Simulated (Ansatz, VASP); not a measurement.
# One calculation of Ag, two programs

```
CELL_PARAMETERS angstrom
2.32477 0.00000 0.00000
-1.16239 2.01331 0.00000
0.00000 0.00000 3.81486
ATOMIC_POSITIONS crystal
Ag 0.33333 0.66667 0.25000
Ag 0.66667 0.33333 0.75000
```

Change from the starting cell: volume scaled by 0.5, LAPW.

Alike in both runs: task single point; functional PBE; k mesh 15 × 15 × 8; occupations fermi-dirac, width 0.05 eV; no spin polarisation.

|  | VASP | Ansatz |
| --- | --- | --- |
| version | VASP 6.6.1 | Ansatz 0.2.0 |
| potentials or method | VASP PAW PBE potentials, release 64 (Ag), cutoff 520 eV | all-electron LAPW, scalar-relativistic |

Ansatz gave:

* pressure (GPa): 432.1
* traceless stress, the component that is largest in VASP (GPa): 0.02

Q: What did VASP give for the same quantities?

A: Pressure (GPa): 432.3; traceless stress, the component that is largest in VASP (GPa): 0.25.

Both programs put the cell under a high pressure, so it lies far from rest at this level. Ansatz ran all-electron here, and VASP with PAW potentials.

Noted on VASP's run: the cell as given lies far from equilibrium.
